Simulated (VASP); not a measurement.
# Ga2O3 (C2/m) in VASP: single point with PBE

Aim: the single point of Ga2O3 with PBE.

Program: VASP 6.6.1. These are calculated values, not measurements. Logs are shortened: lines on timing, memory, paths and dates and some standing lists are left out, and cuts for length are marked.

## 1. The cell of the first run

It takes space group C2/m (No. 12, monoclinic). Conventional cell: a = 12.280 Å, b = 3.048 Å, c = 5.817 Å, α = 90.00°, β = 103.76°, γ = 90.00°. Within 2.6 Å of Ga (site symmetry m) lie 6 O at 1.94 to 2.08 Å. Ga (site symmetry m) has 4 O at 1.84 to 1.87 Å within 2.4 Å. O (site symmetry m) has 3 Ga at 1.84 to 1.94 Å within 2.4 Å. Within 2.5 Å of O (site symmetry m) lie 4 Ga at 1.87 to 2.08 Å. Within 2.4 Å of O (site symmetry m) lie 3 Ga at 1.84 to 1.95 Å.

## 2. Single point, PBE

INCAR

```
SYSTEM = Ga2O3
PREC     = Accurate       ! precision mode
ENCUT    = 520            ! plane-wave cutoff, eV
EDIFF    = 1E-7           ! SCF threshold, eV
ISMEAR   = 0              ! smearing method
SIGMA    = 0.1            ! smearing width, eV
LREAL    = .FALSE.        ! projectors in reciprocal space
LASPH    = .TRUE.         ! aspherical terms in the spheres
NELM     = 60             ! most SCF steps
ALGO     = Normal         ! electronic algorithm
ISIF     = 2              ! what is computed and relaxed
LWAVE    = .FALSE.        ! write WAVECAR
LCHARG   = .FALSE.        ! write CHGCAR
GGA      = PE             ! functional
NBANDS   = 55             ! bands
```

KPOINTS

```
regular mesh
0
G
  6 6 4
  0 0 0
```

POSCAR

```
Ga2O3
1.0
    6.1402367086     -1.5237836756      0.0000000000
    6.1402367086      1.5237836756      0.0000000000
   -1.3841308865      0.0000000000      5.6503488592
Ga O
4 6
Direct
    0.3411617000      0.3411617000      0.6852696600
    0.6588383000      0.6588383000      0.3147303400
    0.9095256000      0.9095256000      0.2052140000
    0.0904744000      0.0904744000      0.7947860000
    0.5035308700      0.5035308700      0.7433359100
    0.4964691300      0.4964691300      0.2566640900
    0.8266289400      0.8266289400      0.4367698400
    0.1733710600      0.1733710600      0.5632301600
    0.1645049800      0.1645049800      0.1091540800
    0.8354950200      0.8354950200      0.8908459200
```

Potentials or basis: VASP PAW PBE potentials, release 64 (Ga_d, O).

On the command line:

```
> cat potpaw_PBE.64/Ga_d/POTCAR potpaw_PBE.64/O/POTCAR > POTCAR
> mpirun -np 1 vasp_std > vasp.out
```

OUTCAR:

```text
SYSTEM = Ga2O3
   PREC = Accurate
   ENCUT = 520
   EDIFF = 1E-7
   ISMEAR = 0
   LREAL = .FALSE.
   LASPH = .TRUE.
   NELM = 60
   ISIF = 2
   GGA = PE

 ion  position               nearest neighbor table
   1  0.341  0.341  0.685-   5 1.94  10 1.95  10 1.95   8 2.01   7 2.08   7 2.08
   2  0.659  0.659  0.315-   6 1.94   9 1.95   9 1.95   7 2.01   8 2.08   8 2.08
   3  0.910  0.910  0.205-  10 1.84   6 1.84   6 1.84   7 1.87
   4  0.090  0.090  0.795-   9 1.84   5 1.84   5 1.84   8 1.87
   5  0.504  0.504  0.743-   4 1.84   4 1.84   1 1.94
   6  0.496  0.496  0.257-   3 1.84   3 1.84   2 1.94
   7  0.827  0.827  0.437-   3 1.87   2 2.01   1 2.08   1 2.08
   8  0.173  0.173  0.563-   4 1.87   1 2.01   2 2.08   2 2.08
   9  0.165  0.165  0.109-   4 1.84   2 1.95   2 1.95
  10  0.835  0.835  0.891-   3 1.84   1 1.95   1 1.95

  LATTYP: Found a base centered monoclinic cell.
 ALAT       =    12.2804734172
 B/A-ratio  =     0.2481636699
 C/A-ratio  =     0.4737122036
 COS(beta)  =    -0.2379290539

  Lattice vectors:

 A1 = (   6.1402367086,  -1.5237836756,   0.0000000000)
 A2 = (   6.1402367086,   1.5237836756,   0.0000000000)
 A3 = (  -1.3841308865,   0.0000000000,   5.6503488592)

Analysis of symmetry for initial positions (statically):
=====================================================================
 Subroutine PRICEL returns:
 Original cell was already a primitive cell.

 Routine SETGRP: Setting up the symmetry group for a
 base centered monoclinic supercell.

 Subroutine GETGRP returns: Found  4 space group operations
 (whereof  4 operations were pure point group operations)
 out of a pool of  4 trial point group operations.

The static configuration has the point symmetry C_2h.

Analysis of symmetry for dynamics (positions and initial velocities):
=====================================================================
 Subroutine PRICEL returns:
 Original cell was already a primitive cell.

 Routine SETGRP: Setting up the symmetry group for a
 base centered monoclinic supercell.

 Subroutine GETGRP returns: Found  4 space group operations
 (whereof  4 operations were pure point group operations)
 out of a pool of  4 trial point group operations.

The dynamic configuration has the point symmetry C_2h.

 Subroutine INISYM returns: Found  4 space group operations
 (whereof  4 operations are pure point group operations),
 and found     1 'primitive' translations

----------------------------------------------------------------------------------------

                                     Primitive cell

  volume of cell :     105.7338

  direct lattice vectors                    reciprocal lattice vectors
     6.140236709 -1.523783676  0.000000000     0.081430085 -0.328130566  0.019947423
     6.140236709  1.523783676  0.000000000     0.081430085  0.328130566  0.019947423
    -1.384130886  0.000000000  5.650348859     0.000000000  0.000000000  0.176980223

  length of vectors
     6.326485875  6.326485875  5.817410123     0.338671562  0.338671562  0.176980223

  position of ions in fractional coordinates (direct lattice)
     0.341161700  0.341161700  0.685269660
     0.658838300  0.658838300  0.314730340
     0.909525600  0.909525600  0.205214000
     0.090474400  0.090474400  0.794786000
     0.503530870  0.503530870  0.743335910
     0.496469130  0.496469130  0.256664090
     0.826628940  0.826628940  0.436769840
     0.173371060  0.173371060  0.563230160
     0.164504980  0.164504980  0.109154080
     0.835495020  0.835495020  0.890845920

  ion indices of the primitive-cell ions
   primitive index   ion index
                 1           1
                 2           2
                 3           3
                 4           4
                 5           5
                 6           6
                 7           7
                 8           8
                 9           9
                10          10

----------------------------------------------------------------------------------------

 KPOINTS: regular mesh

Automatic generation of k-mesh.
 Grid dimensions read from file:
 generate k-points for:    6    6    4

 Generating k-lattice:

  Cartesian coordinates                     Fractional coordinates (reciprocal lattice)
     0.013571681 -0.054688428  0.003324570     0.166666667 -0.000000000  0.000000000
     0.013571681  0.054688428  0.003324570    -0.000000000  0.166666667  0.000000000
     0.000000000  0.000000000  0.044245056     0.000000000  0.000000000  0.250000000

  Length of vectors
     0.056445260  0.056445260  0.044245056

  Shift w.r.t. Gamma in fractional coordinates (k-lattice)
     0.000000000  0.000000000  0.000000000

 Subroutine IBZKPT returns following result:
 ===========================================

 Found     47 irreducible k-points:

 Following reciprocal coordinates:
            Coordinates               Weight
  0.000000  0.000000  0.000000      1.000000
  0.166667  0.000000  0.000000      4.000000
  0.333333  0.000000 -0.000000      4.000000
  0.500000  0.000000  0.000000      2.000000
  0.166667  0.166667  0.000000      2.000000
  0.333333  0.166667  0.000000      4.000000
[... 16 lines left out ...]
 -0.333333  0.166667  0.250000      4.000000
 -0.166667  0.166667  0.250000      4.000000
 [... further k-points ...]
   k-points           NKPTS =     47   k-points in BZ     NKDIM =     47   number of bands    NBANDS=     55
   number of dos      NEDOS =    301   number of ions     NIONS =     10
   total plane-waves  NPLWV = 110592
   dimension x,y,z NGX =    48 NGY =   48 NGZ =   48
   dimension x,y,z NGXF=    96 NGYF=   96 NGZF=   96
   ions per type =               4   6
   NGX,Y,Z   is equivalent  to a cutoff of  12.61, 12.61, 13.72 a.u.
   NGXF,Y,Z  is equivalent  to a cutoff of  25.23, 25.23, 27.43 a.u.
 SYSTEM =  Ga2O3
   PREC   = accura    normal or accurate (medium, high low for compatibility)
   ISTART =      0    job   : 0-new  1-cont  2-samecut
   ICHARG =      2    charge: 1-file 2-atom 10-const
   ISPIN  =      1    spin polarized calculation?
   LNONCOLLINEAR =      F non collinear calculations
   LSORBIT =      F    spin-orbit coupling
   LASPH  =      T    aspherical Exc in radial PAW
   ENCUT  =  520.0 eV  38.22 Ry    6.18 a.u.  11.76 11.76 10.82*2*pi/ulx,y,z
   NELM   =     60;   NELMIN=  2; NELMDL= -5     # of ELM steps
   EDIFF  = 0.1E-06   stopping-criterion for ELM
   LREAL  =      F    real-space projection
   EDIFFG = 0.1E-05   stopping-criterion for IOM
   NSW    =      0    number of steps for IOM
   IBRION =     -1    ionic relax: 0-MD 1-quasi-New 2-CG
   NFREE  =      0    steps in history (QN), initial steepest desc. (CG)
   ISIF   =      2    stress and relaxation
   ISYM   =      2    0-nonsym 1-usesym 2-fastsym
   POTIM  = 0.5000    time-step for ionic-motion
   TEBEG  =    0.0;   TEEND  =   0.0 temperature during run
   PSTRESS=    0.0 pullay stress
   NELECT =      88.0000    total number of electrons
   NUPDOWN=      -1.0000    fix difference up-down
   EMIN   =  10.00;   EMAX   =-10.00  energy-range for DOS
   EFERMI =   0.00;   METHOD = LEGACY
   ISMEAR =     0;   SIGMA  =   0.10  broadening in eV -4-tet -1-fermi 0-gaus
   EFERMI_NEDOS =   21; number of points for ismear=-14 and -15
   IALGO  =     38    algorithm
   IMIX   =      4    mixing-type and parameters
     AMIX     =   0.40;   BMIX     =  1.00
     AMIX_MAG =   1.60;   BMIX_MAG =  1.00
  volume/ion in A,a.u.               =      10.57        71.35
  Fermi-wavevector in a.u.,A,eV,Ry     =   1.539919  2.910025 32.264175  2.371350
  Thomas-Fermi vector in A             =   2.646079
   LORBIT       =      0    0 simple, 1 ext, 2 COOP (PROOUT), +10 PAW based schemes
   GGA     = PE    functional components
   LHFCALC =     F    Hartree Fock is set to
   AEXX    =    0.0000 exact exchange contribution
   IVDW    =     0    specifies the selected vdW correction
   LEPSILON=     F    determine dielectric tensor
   LRPA    =     F    only Hartree local field effects (RPA)
 non-spin polarized calculation
 Gauss-broadening in eV      SIGMA  =   0.10
  energy-cutoff  :      520.00
  volume of cell :      105.73
 maximum number of plane-waves:      2873
   NGX = 23   NGY = 23   NGZ = 21

 number of electron      88.0000016 magnetization

 Free energy of the ion-electron system (eV)
  ---------------------------------------------------
  ext. energy  EPLUGINS =         0.00000000
  ---------------------------------------------------
  free energy    TOTEN  =       -59.57882189 eV

  energy without entropy =      -59.57882189  energy(sigma->0) =      -59.57882189

 E-fermi :   4.2788     XC(G=0): -11.5752

 val. band max:        3.7848521224   @ k =   0.5000   0.5000   0.5000
 cond. band min:       6.0814561860   @ k =   0.0000   0.0000   0.0000
 fundamental gap:      2.2966040636
 Fermi energy:         4.2788140128

 k-point     1 :       0.0000    0.0000    0.0000
  band No.  band energies     occupation
      1     -15.0959      2.00000
      2     -13.9242      2.00000
      3     -13.9107      2.00000
      4     -13.8109      2.00000
      5     -13.3411      2.00000
      6     -13.3211      2.00000
[... 47 lines left out ...]
     54      16.0536      0.00000
     55      16.3805      0.00000

 k-point     2 :       0.1667    0.0000    0.0000
  band No.  band energies     occupation
      1     -14.8877      2.00000
      2     -13.9083      2.00000
      3     -13.8461      2.00000
      4     -13.6866      2.00000
      5     -13.3434      2.00000
      6     -13.3213      2.00000
[... 47 lines left out ...]
     54      14.9073      0.00000
     55      14.9823      0.00000

 k-point     3 :       0.3333    0.0000   -0.0000
  band No.  band energies     occupation
      1     -14.3774      2.00000
      2     -13.8232      2.00000
      3     -13.7055      2.00000
      4     -13.5859      2.00000
      5     -13.3279      2.00000
      6     -13.3190      2.00000
[... 1152 lines left out ...]
 k-point    23 :      -0.3333    0.1667    0.2500
  band No.  band energies     occupation
      1     -13.9126      2.00000
      2     -13.7886      2.00000
      3     -13.7173      2.00000
      4     -13.6039      2.00000
      5     -13.3440      2.00000
      6     -13.3276      2.00000
[... 47 lines left out ...]
     54      15.4376      0.00000
     55      15.8909      0.00000

 k-point    24 :      -0.1667    0.1667    0.2500
  band No.  band energies     occupation
      1     -14.3416      2.00000
      2     -13.8134      2.00000
      3     -13.7168      2.00000
      4     -13.5883      2.00000
      5     -13.3778      2.00000
      6     -13.3092      2.00000
[... 47 lines left out ...]
     54      14.8235      0.00000
     55      15.5104      0.00000

 [... further k-points ...]
[... 5 lines left out ...]
  --------------------------------------------------------------------------------------
  -------------------------------------------------------------------------------------
  Total        4.7697086      5.1068839      4.7409995      0.0000000      0.0000000      0.0968314
  in kB       72.2751068     77.3843035     71.8400800      0.0000000      0.0000000      1.4672802
  external PRESSURE =      73.8331634 kB  Pullay stress =       0.0000000 kB

 VOLUME and BASIS-vectors are now :
 -----------------------------------------------------------------------------
  energy-cutoff  :      520.00
  volume of cell :      105.73
      direct lattice vectors                 reciprocal lattice vectors
     6.140236709 -1.523783676  0.000000000     0.081430085 -0.328130566  0.019947423
     6.140236709  1.523783676  0.000000000     0.081430085  0.328130566  0.019947423
    -1.384130886  0.000000000  5.650348859     0.000000000  0.000000000  0.176980223

 POSITION                                       TOTAL-FORCE (eV/Angst)
 -----------------------------------------------------------------------------------
      3.24112      0.00000      3.87201         0.040323      0.000000      0.055579
      7.65522      0.00000      1.77834        -0.040323      0.000000     -0.055579
     10.88536      0.00000      1.15953         0.017300      0.000000     -0.027700
      0.01098      0.00000      4.49082        -0.017300      0.000000      0.027700
      5.15472      0.00000      4.20011        -0.004482      0.000000     -0.027496
      5.74162      0.00000      1.45024         0.004482      0.000000      0.027496
      9.54685      0.00000      2.46790         0.026336      0.000000      0.012996
      1.34949      0.00000      3.18245        -0.026336      0.000000     -0.012996
      1.86912      0.00000      0.61676         0.170968      0.000000     -0.006584
      9.02723      0.00000      5.03359        -0.170968      0.000000      0.006584
 -----------------------------------------------------------------------------------
    total drift:                                0.000000      0.000000     -0.000000

  FREE ENERGIE OF THE ION-ELECTRON SYSTEM (eV)
  ---------------------------------------------------
  free  energy   TOTEN  =       -59.5788218880 eV

  energy  without entropy=      -59.5788218880  energy(sigma->0) =      -59.57882189
```

Wall time 16 min (1 thread of Oxide Virtual Turin-like, shared host); peak memory 0.39 GiB.

What came out:

- Free energy: -59.5788 eV
- Pressure: 7.4 GPa
- Largest force: 0.171 eV/Å
- Band gap on the k mesh: 2.30 eV, indirect (least direct gap 2.31 eV)

Forces on the atoms (eV/Å):
```
Ga   0.040  0.000  0.056
Ga  -0.040  0.000 -0.056
Ga   0.017  0.000 -0.028
Ga  -0.017  0.000  0.028
O   -0.004  0.000 -0.027
O    0.004  0.000  0.027
O    0.026  0.000  0.013
O   -0.026  0.000 -0.013
O    0.171  0.000 -0.007
O   -0.171  0.000  0.007
```

Levels at points of the mesh, in eV from the valence-band top:
| k point | band 40 | band 41 | band 42 | band 43 | band 44 | band 45 | band 46 | band 47 | band 48 | band 49 |
| --- | --- | --- | --- | --- | --- | --- | --- | --- | --- | --- |
| (0.00, 0.00, 0.00) | -0.69 | -0.69 | -0.48 | -0.28 | -0.02 | 2.30 | 5.61 | 6.65 | 6.69 | 7.73 |
| (0.50, 0.00, 0.00) | -1.30 | -0.77 | -0.71 | -0.46 | -0.11 | 5.57 | 6.41 | 7.12 | 7.39 | 7.95 |
| (0.50, 0.50, 0.00) | -1.07 | -0.69 | -0.67 | -0.41 | -0.14 | 4.46 | 4.71 | 5.80 | 6.49 | 7.92 |
| (0.00, 0.00, 0.50) | -1.41 | -0.66 | -0.64 | -0.50 | -0.29 | 4.67 | 4.81 | 6.63 | 7.13 | 7.72 |
| (0.50, 0.00, 0.50) | -1.26 | -1.09 | -1.02 | -0.72 | -0.63 | 6.80 | 6.85 | 7.73 | 7.91 | 8.39 |
| (0.50, 0.50, 0.50) | -0.72 | -0.64 | -0.61 | -0.60 | 0.00 | 5.08 | 5.23 | 6.13 | 6.46 | 6.96 |
